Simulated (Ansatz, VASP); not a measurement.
**Two plane-wave programs on InSb**

File INCAR:

```
SYSTEM = InSb
PREC     = Accurate       ! precision mode
ENCUT    = 520            ! plane-wave cutoff, eV
EDIFF    = 1E-6           ! SCF threshold, eV
ISMEAR   = 0              ! smearing method
SIGMA    = 0.1            ! smearing width, eV
LREAL    = .False.        ! projectors in reciprocal space
LASPH    = .True.         ! aspherical terms in the spheres
NELM     = 60             ! most SCF steps
ALGO     = Normal         ! electronic algorithm
ISIF     = 2              ! what is computed and relaxed
LWAVE    = .False.        ! write WAVECAR
LCHARG   = .False.        ! write CHGCAR
GGA      = CA             ! functional
NBANDS   = 16             ! bands
```

File KPOINTS:

```
regular mesh
0
Gamma
  8 8 8
  0 0 0
```

The input POSCAR:

```
InSb
1.0
    0.0000000000      3.2254853210      3.2254853210
    3.2254853210      0.0000000000      3.2254853210
    3.2254853210      3.2254853210      0.0000000000
In Sb
1 1
Direct
    1.0000000000      0.0000000000      0.0000000000
    0.2500000000      0.2500000000      0.2500000000
```

Input for Ansatz:

```yaml
crystal:
  lattice:
    - [0.0, 3.225485321, 3.225485321]
    - [3.225485321, 0.0, 3.225485321]
    - [3.225485321, 3.225485321, 0.0]
  atoms:
    - { symbol: In, position: [1.0, 0.0, 0.0] }
    - { symbol: Sb, position: [0.25, 0.25, 0.25] }
basis:
  ecutwfc: 420
kpoints:
  mp_grid: { grid: [8, 8, 8] }
scf:
  occupations: { method: gaussian, width: 0.1 }
  n_extra_bands: 4
hamiltonian:
  xc: lda
  pseudopotentials: { kind: paw, azcp: { folder: soft_1 } }
output:
  eigenvalues: true
  forces: true
  stress: true
```

Alike in both runs: task single point; functional LDA; k mesh 8 × 8 × 8; occupations gaussian, width 0.1 eV; no spin polarisation.

```csv
,VASP,Ansatz
version,VASP 6.6.1,Ansatz 0.2.0
potentials or method,"VASP PAW LDA potentials, release 64 (In_d, Sb), cutoff 520 eV","plane-wave PAW, scalar-relativistic"
valence electrons in the cell,18,28
```

```csv
,VASP,Ansatz,Ansatz less VASP
pressure (GPa),0.1,0.0,-0.08
```

Ansatz warns that its potentials were made for another functional, while VASP's fit it. LDA's correlation is that of Perdew and Zunger in VASP and of Perdew and Wang (1992) in Ansatz. VASP's potentials hold 18 valence electrons a cell and Ansatz's 28, so a difference there can come from the potentials and not from the codes.

Spin-orbit coupling is off throughout.
